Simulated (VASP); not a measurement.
Here is a VASP 6.6.1 calculation.

File INCAR:

```
PREC     = Accurate       # precision mode
ENCUT    = 500            # plane-wave cutoff, eV
EDIFF    = 1E-6           # SCF threshold, eV
ISMEAR   = 0              # smearing method
SIGMA    = 0.1            # smearing width, eV
LREAL    = F              # projectors in reciprocal space
LASPH    = T              # aspherical terms in the spheres
NELM     = 120            # most SCF steps
ALGO     = Normal         # electronic algorithm
ISIF     = 2              # what is computed and relaxed
LWAVE    = F              # write WAVECAR
LCHARG   = F              # write CHGCAR
GGA      = PE             # functional
NBANDS   = 39             # bands
GGA_COMPAT= F
```

File KPOINTS:

```
Automatic mesh
0
Gamma
  8 8 8
```

File POSCAR:

```
RbCl7
1.0
    0.0000000000      4.6167333317      4.6167333317
    4.6167333317      0.0000000000      4.6167333317
    4.6167333317      4.6167333317      0.0000000000
Rb Cl
1 7
Direct
    0.0000000000      0.0000000000      0.0000000000
    0.5000000000      0.0000000000      0.0000000000
    0.0000000000      0.5000000000      0.5000000000
    0.0000000000      0.5000000000      0.0000000000
    0.5000000000      0.0000000000      0.5000000000
    0.0000000000      0.0000000000      0.5000000000
    0.5000000000      0.5000000000      0.0000000000
    0.5000000000      0.5000000000      0.5000000000
```

Potentials or basis: VASP PAW PBE potentials, release 64 (Rb_sv, Cl).

Launch:

```console
$ cat potpaw_PBE.64/Rb_sv/POTCAR potpaw_PBE.64/Cl/POTCAR > POTCAR
$ mpirun -np 1 vasp_std > vasp.out
```

Question: Estimate the pressure.

Answer: -0.1 GPa.

Question: Estimate the band gap on the k mesh.

Answer: Zero (band 29 reaches 0.40 eV, above the bottom of band 30 at 0.10 eV).
